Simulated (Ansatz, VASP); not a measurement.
**CdF2 in VASP and in Ansatz**

```
CELL_PARAMETERS angstrom
0.00000 2.74788 2.69400
2.74788 0.00000 2.69400
2.74788 2.74788 0.00000
ATOMIC_POSITIONS crystal
Cd 0.00000 0.00000 0.00000
F 0.75000 0.75000 0.75000
F 0.25000 0.25000 0.25000
```

Alike in both runs: task single point; functional PBEsol; k mesh 7 × 7 × 7; occupations fermi-dirac, width 0.05 eV; no spin polarisation.

|  | VASP | Ansatz |
| --- | --- | --- |
| version | VASP 6.6.1 | Ansatz 0.2.0 |
| potentials or method | VASP PAW PBE potentials, release 64 (Cd_sv_GW, F) | Ansatz PAW |
| plane-wave cutoff (eV) | 600 | 420 |
| valence electrons in the cell | 34 | 34 |

|  | VASP | Ansatz | Ansatz less VASP |
| --- | --- | --- | --- |
| gap on the k mesh at the Fermi level (eV) | 2.81 | 2.83 | +0.014 |
| least direct gap on the mesh (eV) | 3.30 | 3.32 | +0.012 |
| pressure (GPa) | -4.8 | -4.1 | +0.70 |
| traceless stress, the component that is largest in VASP (GPa) | 1.43 | 1.43 | +0.003 |

VASP's potentials were made for PBE, not for PBEsol. With one functional, cell and mesh, what is left measures potentials, basis and numerics.

Noted on Ansatz's run: odd divisions of the mesh miss points on the zone boundary, where band edges often lie, so the gap on the mesh can be too wide.
